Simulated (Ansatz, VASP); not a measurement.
## Two plane-wave programs on Si7Ge

Contents of INCAR:

```
SYSTEM = Si7Ge
PREC     = Accurate       ! precision mode
ENCUT    = 520            ! plane-wave cutoff, eV
EDIFF    = 1E-6           ! SCF threshold, eV
ISMEAR   = 0              ! smearing method
SIGMA    = 0.03           ! smearing width, eV
LREAL    = .False.        ! projectors in reciprocal space
LASPH    = .True.         ! aspherical terms in the spheres
NELM     = 60             ! most SCF steps
ALGO     = Normal         ! electronic algorithm
ISIF     = 2              ! what is computed and relaxed
LWAVE    = .False.        ! write WAVECAR
LCHARG   = .False.        ! write CHGCAR
GGA      = PS             ! functional
NBANDS   = 31             ! bands
```

KPOINTS

```
Automatic mesh
0
Gamma
  6 6 6
  0 0 0
```

POSCAR

```
Si7Ge
1.0
    5.7321356505      0.0000000000      0.0000000000
    0.0000000000      5.7321356505      0.0000000000
    0.0000000000      0.0000000000      5.3226973898
Si Ge
7 1
Direct
    0.2525976818      0.2525976818      0.2525976818
    0.0000000000      0.5000000000      0.5000000000
    0.5000000000      0.5000000000      0.0000000000
    0.5000000000      0.0000000000      0.5000000000
    0.7474023182      0.2525976818      0.7474023182
    0.7474023182      0.7474023182      0.2525976818
    0.2525976818      0.7474023182      0.7474023182
    0.0000000000      0.0000000000      0.0000000000
```

Input for Ansatz:

```yaml
crystal:
  lattice:
    - [5.7321356505, 0.0, 0.0]
    - [0.0, 5.7321356505, 0.0]
    - [0.0, 0.0, 5.3226973898]
  atoms:
    - { symbol: Si, position: [0.2525976818, 0.2525976818, 0.2525976818] }
    - { symbol: Si, position: [0.0, 0.5, 0.5] }
    - { symbol: Si, position: [0.5, 0.5, 0.0] }
    - { symbol: Si, position: [0.5, 0.0, 0.5] }
    - { symbol: Si, position: [0.7474023182, 0.2525976818, 0.7474023182] }
    - { symbol: Si, position: [0.7474023182, 0.7474023182, 0.2525976818] }
    - { symbol: Si, position: [0.2525976818, 0.7474023182, 0.7474023182] }
    - { symbol: Ge, position: [0.0, 0.0, 0.0] }
basis:
  ecutwfc: 420
kpoints:
  mp_grid: { grid: [6, 6, 6] }
hamiltonian:
  xc: pbesol
scf:
  occupations: { method: gaussian, width: 0.03 }
output:
  forces: true
  stress: true
  eigenvalues: true
```

Change from the starting cell: strain +0.050 along x and y, -0.025 along z, atoms carried along.

Alike in both runs: task single point; functional PBEsol; k mesh 6 × 6 × 6; occupations gaussian, width 0.03 eV; no spin polarisation.

|  | VASP | Ansatz |
| --- | --- | --- |
| version | VASP 6.6.1 | Ansatz 0.2.0 |
| potentials or method | VASP PAW PBE potentials, release 64 (Si, Ge_d), cutoff 520 eV | scalar-relativistic, plane waves, PAW |
| valence electrons in the cell | 42 | 42 |

```tsv
	VASP	Ansatz	Ansatz less VASP
gap on the k mesh at the Fermi level (eV)	none	none	-
pressure (GPa)	-5.7	-5.7	-0.05
traceless stress, the component that is largest in VASP (GPa)	3.86	3.86	+0.001
rms of the force components (eV/Å)	0.006	0.008	+0.0017
```

VASP's potentials were made for PBE, not for PBEsol. Atom by atom the forces differ by 0.003 eV/Å (rms over components). A gap of «none» marks a metal or a gap that the smearing closes.
